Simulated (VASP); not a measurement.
Crystal: Re.

```xyz
4
Lattice="2.7664 0.0000 0.0000 -1.3832 2.3958 0.0000 0.0000 0.0000 8.9388" Properties=species:S:1:pos:R:3 pbc="T T T"
Re    1.3832    0.7986    6.7041
Re    0.0000    0.0000    4.4694
Re    0.0000    1.5972    2.2347
Re    0.0000    0.0000    0.0000
```

- Program: VASP 6.6.1
- Task: relaxation of cell and atoms
- Functional: revPBE
- Dispersion: D3(BJ)
- Potentials or basis: VASP PAW PBE potentials, release 64 (Re)
- Cutoff: 600 eV
- k mesh: 11 × 11 × 3
- Occupations: fermi-dirac, width 0.05 eV
- Spin: no spin polarisation

At the start: pressure -7.5 GPa; volume 14.81 Å³/atom.

How do energy, volume and symmetry change on relaxing?

Over 10 steps the energy falls by 6.9 meV/atom and the volume is 14.52 Å³/atom (-2.0 %); space group P6_3/mmc (No. 194, to 0.05 Å).

The path:
```csv
step,energy change (eV),largest force (eV/Å),pressure (GPa),volume (Å³)
1,0.0000,0.0000,-7.47,59.24
2,0.4891,0.0000,39.01,53.52
3,-0.0275,0.0000,-0.27,58.13
4,-0.0275,0.0000,-0.07,58.10
5,-0.0275,0.0000,0.06,58.07
6,-0.0275,0.0000,0.12,58.07
7,-0.0275,0.0000,0.13,58.07
8,-0.0275,0.0000,0.13,58.07
9,-0.0275,0.0000,-0.31,58.14
10,-0.0275,0.0000,0.01,58.09
```

Final structure:
```xyz
4
Lattice="2.7475 0.0000 0.0000 -1.3737 2.3794 0.0000 0.0000 0.0000 8.8858" Properties=species:S:1:pos:R:3 pbc="T T T"
Re    1.3737    0.7931    6.6643
Re    0.0000    0.0000    4.4429
Re    0.0000    1.5862    2.2214
Re    0.0000    0.0000    0.0000
```

Caveat: the PAW data sets were made with another functional, which shifts forces and pressure a little.
